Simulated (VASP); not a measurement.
Write the native input for VASP 6.6.1 that does the following.

```yaml
Task: single point
Functional: PBE
Potentials_or_basis: VASP PAW PBE potentials, release 64 (Pb_d, S)
Cutoff: 520 eV
k_mesh: 4 × 8 × 6
Occupations: gaussian, width 0.02 eV
Spin: no spin polarisation
Dipole_correction: no
Further_INCAR_settings: ALGO = Normal; EDIFF = 1e-06; NBANDS = 50
```

The structure of PbS lies in POSCAR:

```
PbS
1.0
    8.4987387560      0.0000000000      0.0000000000
    0.0000000000      4.2488107480      0.0000000000
    0.0000000000      0.0000000000      6.0111466980
Pb S
4 4
Direct
    0.1246139292      0.7500000000      0.7502581943
    0.6246139292      0.7500000000      0.7497418057
    0.8753860708      0.2500000000      0.2497418057
    0.3753860708      0.2500000000      0.2502581943
    0.8754109680      0.2500000000      0.7505026802
    0.3754109680      0.2500000000      0.7494973198
    0.1245890320      0.7500000000      0.2494973198
    0.6245890320      0.7500000000      0.2505026802
```

These files were run (other wordings do the same):

INCAR

```
PREC     = Accurate       # precision mode
ENCUT    = 520            # plane-wave cutoff, eV
EDIFF    = 1E-6           # SCF threshold, eV
ISMEAR   = 0              # smearing method
SIGMA    = 0.02           # smearing width, eV
LREAL    = False          # projectors in reciprocal space
LASPH    = True           # aspherical terms in the spheres
NELM     = 100            # most SCF steps
ALGO     = Normal         # electronic algorithm
ISIF     = 2              # what is computed and relaxed
LWAVE    = False          # write WAVECAR
LCHARG   = True           # write CHGCAR
GGA      = PE             # functional
LELF     = True           # ELF
LVHAR    = True         
NBANDS   = 50             # bands
```

KPOINTS

```
Automatic mesh
0
Gamma
  4 8 6
```

Potentials or basis: VASP PAW PBE potentials, release 64 (Pb_d, S).

Launch:

```console
$ cat potpaw_PBE.64/Pb_d/POTCAR potpaw_PBE.64/S/POTCAR > POTCAR
$ mpirun -np 1 vasp_std > vasp.out
```

It gave:

```
Pressure               : -0.1 GPa
Largest force          : 0.005 eV/Å
Band gap on the k mesh : 0.50 eV
```

Caveat: spin-orbit coupling is left out, which moves the levels of the heavy elements.

Wall time 15 min on 1 thread of Intel Xeon 8259CL, with other jobs on the host, peak memory 0.62 GiB.
